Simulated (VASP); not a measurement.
A run of VASP 6.6.1:

File INCAR:

```
SYSTEM = Al2Cu
ALGO = Fast
EDIFF = 1E-7
ENCUT = 520
GGA = CA
ISIF = 2
ISMEAR = 0
LASPH = .TRUE.
LCHARG = .TRUE.
LELF = .TRUE.
LREAL = .FALSE.
LVHAR = .TRUE.
LWAVE = .FALSE.
NBANDS = 16
NELM = 100
PREC = Accurate
SIGMA = 0.15
```

File KPOINTS:

```
k-points
0
G
  14 14 14
  0 0 0
```

The input POSCAR:

```
Al2Cu
1.0
   -2.0013616276      2.0013616276      2.7690488777
    2.0013616276     -2.0013616276      2.7690488777
    2.0546858318      2.0546858318     -2.7690488777
Al Cu
2 1
Direct
    0.7500000000      0.2500000000      0.5000000000
    0.2500000000      0.7500000000      0.5000000000
    0.5000000000      0.5000000000      0.0000000000
```

Potentials or basis: VASP PAW LDA potentials, release 64 (Al, Cu).

Run with:

```bash
$ cat potpaw_LDA.64/Al/POTCAR potpaw_LDA.64/Cu/POTCAR > POTCAR
$ mpirun -np 1 vasp_std > vasp.out
```

Hardware: 1 thread of Intel Xeon 8259CL, on a shared host.

**Question.** How long does it take, and how much memory?

**Answer.** Wall time 10 min on 1 thread of Intel Xeon 8259CL, on a shared host, peak memory 0.4 GiB. Counts: scf iterations 20, k points 428.
